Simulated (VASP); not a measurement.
Cr:

```
CELL_PARAMETERS angstrom
-1.39425 1.39425 1.39425
1.39425 -1.39425 1.39425
1.39425 1.39425 -1.39425
ATOMIC_POSITIONS crystal
Cr 0.00000 0.00000 0.00000
```

Base run:

- Program: VASP 6.6.1
- Functional: LDA
- Potentials or basis: VASP PAW LDA potentials, release 64 (Cr_pv)
- Cutoff: 500 eV
- k mesh: 16 × 16 × 16
- Occupations: methfessel-paxton, width 1 eV
- Spin: no spin polarisation

Its results: band gap on the k mesh zero (bands 6 and 7 overlap by 3.70 eV); pressure -2.2 GPa.

Problem. The run is repeated on the same cell with these changes: occupations from methfessel-paxton, width 1 eV to methfessel-paxton, width 0.1 eV. What comes out?

Solution. Band gap on the k mesh zero (bands 6 and 7 overlap by 3.70 eV); pressure -0.1 GPa.

Caveats: an empty level that is flat over the whole mesh can mark a ghost state of the potentials, or a narrow d or f band; the run has no spin polarisation, though such a crystal can be magnetic; so wide a smearing shifts energies and pressures (at least some runs).
